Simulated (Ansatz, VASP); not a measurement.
Ru: VASP beside Ansatz

```
Ru
1.0
     3.37932    0.00000    0.00000
    -1.68966    2.92657    0.00000
     0.00000    0.00000    5.57587
Ru
4
Direct
  0.33333 0.66667 0.43750
  0.66667 0.33333 0.93750
  0.66667 0.33333 0.56250
  0.33333 0.66667 0.06250
```

Alike in both runs: task relaxation of cell and atoms; functional r2SCAN; k mesh 6 × 6 × 4; occupations gaussian, width 0.1 eV; no spin polarisation.

|  | VASP | Ansatz |
| --- | --- | --- |
| version | VASP 6.6.1 | Ansatz 0.2.0 |
| potentials or method | VASP PAW PBE potentials, release 64 (Ru_pv), cutoff 600 eV | scalar-relativistic, plane waves, PAW |
| valence electrons in the cell | 56 | 64 |

|  | VASP | Ansatz | Ansatz less VASP |
| --- | --- | --- | --- |
| gap on the k mesh at the Fermi level, each at its own relaxed structure (eV) | none | none | - |
| relaxed volume (Å³/atom) | 19.91 | 19.35 | -0.557 |
| relaxed length of the cell vector where the two differ most in proportion (Å) | 6.301 | 5.616 | -0.6859 |

VASP's potentials were made for PBE, not for r2SCAN. A gap of «none» marks a metal or a gap that the smearing closes. One of these differences is far larger than is usual between the two programs; its cause wasn't traced. VASP's potentials hold 56 valence electrons a cell and Ansatz's 64, so a difference there can come from the potentials and not from the codes.

Noted on VASP's run: the volume moved by over 15 % at a fixed basis, so the end points are rough.
